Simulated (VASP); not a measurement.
# BeCd2S3: single point with PBE

Crystal: BeCd2S3.

```
Be Cd S
1.0
     1.74445  -12.03042    0.00000
     1.74445   12.03042    0.00000
     0.00000    0.00000    3.53571
Be Cd S
1 2 3
Direct
  0.00000 0.00000 0.00000
  0.14450 0.85550 0.50000
  0.85550 0.14450 0.50000
  0.50000 0.50000 0.50000
  0.33925 0.66075 0.00000
  0.66075 0.33925 0.00000
```

* Program: VASP 6.6.1
* Task: single point
* Functional: PBE
* Potentials or basis: VASP PAW PBE potentials, release 64 (Be, Cd, S)
* Cutoff: 520 eV
* k mesh: 4 × 4 × 4
* Occupations: gaussian, width 0.1 eV
* Spin: no spin polarisation

The pressure is 0.2 GPa and the band gap on the k mesh is zero (band 22 reaches 2.20 eV, above the bottom of band 23 at 1.16 eV).

Forces on the atoms (eV/Å):
```
Be   0.000  0.000  0.000
Cd   0.000  0.002  0.000
Cd   0.000 -0.002  0.000
S    0.000  0.000  0.000
S    0.000  0.003  0.000
S    0.000 -0.003  0.000
```

Stress tensor (GPa, compression positive):
```
0.35 0.00 0.00
0.00 0.02 0.00
0.00 0.00 0.36
```

Levels at points of the mesh, in eV from the Fermi level:
| k point | band 19 | band 20 | band 21 | band 22 | band 23 | band 24 | band 25 | band 26 |
| --- | --- | --- | --- | --- | --- | --- | --- | --- |
| (0.00, 0.00, 0.00) | -2.12 | -2.10 | -1.99 | -1.94 | 0.15 | 1.07 | 1.30 | 3.93 |
| (0.50, 0.00, 0.00) | -1.41 | -1.22 | 0.03 | 0.03 | 0.43 | 2.17 | 3.09 | 3.12 |
| (0.50, 0.50, 0.00) | -2.14 | -2.10 | -1.97 | -1.96 | 0.34 | 0.95 | 1.31 | 3.93 |
| (0.00, 0.00, 0.50) | -1.74 | -1.15 | 0.06 | 0.08 | 1.48 | 1.77 | 3.12 | 3.33 |
| (0.50, 0.00, 0.50) | -4.61 | -1.47 | -1.36 | -1.31 | -0.96 | -0.57 | -0.47 | 2.85 |
| (0.50, 0.50, 0.50) | -1.62 | -1.15 | 0.06 | 0.08 | 1.40 | 2.10 | 2.59 | 3.33 |

Run time: 2.2 min on 1 thread of Intel(R) Xeon(R) 6975P-C (Granite Rapids) (shared host), peak memory 0.5 GiB.

Caveat: the k points lie up to 0.45 Å⁻¹ apart.
